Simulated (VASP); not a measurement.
Si: single point with r2SCAN

The system is Si.

```
CELL_PARAMETERS angstrom
-1.62691 1.62691 1.34013
1.62691 -1.62691 1.34013
1.62691 1.62691 -1.34013
ATOMIC_POSITIONS crystal
Si 0.00000 0.00000 0.00000
```

This cell differs from its parent crystal: strain +0.000 along x and y, +0.015 along z.

```
Program                : VASP 6.6.1
Task                   : single point
Functional             : r2SCAN
Potentials or basis    : VASP PAW PBE potentials, release 64 (Si)
Cutoff                 : 520 eV
k mesh                 : 22 × 22 × 22
Occupations            : gaussian, width 0.15 eV
Spin                   : no spin polarisation
Dipole correction      : no
Further INCAR settings : ALGO = Normal; EDIFF = 1e-06; NBANDS = 8
```

| Property | Result |
| --- | --- |
| Pressure | -1.5 GPa |
| Band gap on the k mesh | zero (bands 2 and 3 overlap by 14.46 eV) |

Stress tensor (GPa, compression positive):
```
-0.17  0.00  0.00
 0.00 -0.17  0.00
 0.00  0.00 -4.19
```

Levels at points of the mesh, in eV from the Fermi level:
```tsv
k point	band 1	band 2	band 3	band 4	band 5	band 6	band 7
(0.00, 0.00, 0.00)	-15.51	10.28	10.90	10.90	14.08	14.57	15.81
(0.50, 0.00, 0.00)	-6.89	-6.41	5.08	6.65	7.12	9.99	19.98
(0.50, 0.50, 0.00)	-8.85	-7.80	9.29	11.78	12.26	12.36	18.41
(0.50, 0.50, 0.50)	-2.48	-2.48	-1.18	1.38	4.03	6.60	26.64
```

Run time: 5.4 min on 1 thread of Intel Xeon 8259CL, on a shared host, peak memory 0.19 GiB.

Caveat: the cell differs from its parent crystal (strain +0.000 along x and y, +0.015 along z); the PAW data sets were made with another functional, which shifts forces and pressure a little.
